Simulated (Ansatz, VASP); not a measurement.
# CoW3: VASP beside Ansatz

```
CELL_PARAMETERS angstrom
4.05116 0.00000 0.00000
0.00000 4.05116 0.00000
0.00000 0.00000 3.85824
ATOMIC_POSITIONS crystal
Co 0.00000 0.00000 0.00000
W 0.00000 0.50000 0.50000
W 0.50000 0.00000 0.50000
W 0.50000 0.50000 0.00000
```

Change from the starting cell: strain +0.050 along x and y, +0.000 along z, atoms carried along.

Alike in both runs: task single point; functional PBEsol; k mesh 12 × 12 × 12; occupations gaussian, width 0.15 eV; no spin polarisation.

|  | VASP | Ansatz |
| --- | --- | --- |
| version | VASP 6.6.1 | Ansatz 0.2.0 |
| potentials or method | VASP PAW PBE potentials, release 64 (Co, W_sv), cutoff 520 eV | scalar-relativistic, plane waves, PAW |
| valence electrons in the cell | 51 | 59 |

Ansatz gave:

- gap on the k mesh at the Fermi level (eV): none
- pressure (GPa): -23.6
- traceless stress, the component that is largest in VASP (GPa): 0.32

Question: What did VASP give for the same quantities?

Answer: gap on the k mesh at the Fermi level (eV): none; pressure (GPa): -23.3; traceless stress, the component that is largest in VASP (GPa): 0.26.

VASP's potentials were made for PBE, not for PBEsol. A gap of «none» marks a metal or a gap that the smearing closes. VASP's potentials hold 51 valence electrons a cell and Ansatz's 59, so a difference there can come from the potentials and not from the codes.

Neither program's run includes spin-orbit coupling.
